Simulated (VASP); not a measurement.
Write the native input for VASP 6.6.1 that does the following.

- Task: single point
- Functional: LDA
- Potentials or basis: VASP PAW LDA potentials, release 64 (Si)
- Cutoff: 520 eV
- k mesh: 22 × 13 × 7
- Occupations: gaussian, width 0.15 eV
- Spin: no spin polarisation
- Dipole correction: no
- Further INCAR settings: ALGO = Fast; EDIFF = 1e-07; NBANDS = 26

The structure of Si lies in POSCAR:

```
Si
1.0
    1.3255333431     -2.2958910974      0.0000000000
    0.0000000000      0.0000000000     -4.5417424135
    8.3508600616      3.9030148655      0.0000000000
Si
8
Direct
    0.2500000000      0.7500000000      0.8333333333
   -0.0250000000      0.7500000000      0.0833333333
    0.4000000000      0.7500000000      0.3333333333
   -0.1750000000      0.7500000000      0.5833333333
   -0.2750000000      0.2500000000      0.9166666667
    0.4500000000      0.2500000000      0.1666666667
   -0.1250000000      0.2500000000      0.4166666667
    0.3000000000      0.2500000000      0.6666666667
```

This cell differs from its parent crystal: the part above a cut slid along it.

The input as run:

INCAR

```
ALGO     = Fast           # electronic algorithm
EDIFF    = 1E-7           # SCF threshold, eV
ENCUT    = 520            # plane-wave cutoff, eV
GGA      = CA             # functional
ISIF     = 2              # what is computed and relaxed
ISMEAR   = 0              # smearing method
LASPH    = T              # aspherical terms in the spheres
LCHARG   = T              # write CHGCAR
LELF     = T              # ELF
LREAL    = F              # projectors in reciprocal space
LVHAR    = T            
LWAVE    = F              # write WAVECAR
NBANDS   = 26             # bands
NELM     = 100            # most SCF steps
PREC     = Accurate       # precision mode
SIGMA    = 0.15           # smearing width, eV
```

KPOINTS

```
k-points
0
Gamma
  22 13 7
```

Potentials or basis: VASP PAW LDA potentials, release 64 (Si).

Launch:

```console
$ cat potpaw_LDA.64/Si/POTCAR > POTCAR
$ mpirun -np 1 vasp_std > vasp.out
```

It gave:

| Quantity | Value |
| --- | --- |
| Pressure | 1.3 GPa |
| Largest force | 0.811 eV/Å |
| Band gap on the k mesh | zero (bands 16 and 17 overlap by 4.98 eV) |

Caveat: the cell differs from its parent crystal (the part above a cut slid along it).

Run time: 33 min on 1 thread of Oxide Virtual Turin-like Processor (shared host), peak memory 0.92 GiB.
